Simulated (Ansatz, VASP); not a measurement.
# One calculation of AlN, two programs

Contents of INCAR:

```
SYSTEM = AlN
ALGO = Normal ; EDIFF = 1E-6
ENCUT = 520 ; GGA = PS
ISIF = 2 ; ISMEAR = 0
LASPH = .True. ; LCHARG = .False.
LREAL = .False. ; LWAVE = .False.
NBANDS = 16 ; NELM = 60
PREC = Accurate ; SIGMA = 0.05
```

File KPOINTS:

```
k-points
0
Gamma
  9 9 6
  0 0 0
```

POSCAR

```
AlN
1.0
    3.3141440580      0.0000000000      0.0000000000
   -1.6570720290      2.8701329460      0.0000000000
    0.0000000000      0.0000000000      4.5029275316
Al N
2 2
Direct
    0.3333333333      0.6666666667      0.7500000000
    0.6666666667      0.3333333333      0.2500000000
    0.3333333333      0.6666666667      0.2500000000
    0.6666666667      0.3333333333      0.7500000000
```

Input for Ansatz:

```yaml
crystal:
  lattice:
    - [3.314144058, 0.0, 0.0]
    - [-1.657072029, 2.870132946, 0.0]
    - [0.0, 0.0, 4.5029275316]
  atoms:
    - { symbol: Al, position: [0.3333333333, 0.6666666667, 0.75] }
    - { symbol: Al, position: [0.6666666667, 0.3333333333, 0.25] }
    - { symbol: "N", position: [0.3333333333, 0.6666666667, 0.25] }
    - { symbol: "N", position: [0.6666666667, 0.3333333333, 0.75] }
basis:
  ecutwfc: 520.0
kpoints:
  mp_grid: { grid: [9, 9, 6] }
hamiltonian:
  xc: pbesol
  pseudopotentials: { kind: paw, azcp: { folder: soft_1 } }
scf:
  occupations: { method: gaussian, width: 0.05 }
output:
  forces: true
  stress: true
  eigenvalues: true
```

Alike in both runs: task single point; functional PBEsol; k mesh 9 × 9 × 6; occupations gaussian, width 0.05 eV; no spin polarisation.

|  | VASP | Ansatz |
| --- | --- | --- |
| version | VASP 6.6.1 | Ansatz 0.2.0 |
| potentials or method | VASP PAW PBE potentials, release 64 (Al, N), cutoff 520 eV | scalar-relativistic, plane waves, PAW |
| valence electrons in the cell | 16 | 16 |

Ansatz gave:

| Item | Value |
| --- | --- |
| gap on the k mesh at the Fermi level (eV) | 2.44 |
| least direct gap on the mesh (eV) | 2.44 |
| pressure (GPa) | -13.3 |
| traceless stress, the component that is largest in VASP (GPa) | -3.35 |

Question: Which values does VASP return?

Answer: gap on the k mesh at the Fermi level (eV): 2.45; least direct gap on the mesh (eV): 2.45; pressure (GPa): -13.3; traceless stress, the component that is largest in VASP (GPa): -3.41.

VASP's potentials were made for PBE, not for PBEsol, and Ansatz warns of the same on its side. With one functional, cell and mesh, what is left measures potentials, basis and numerics.
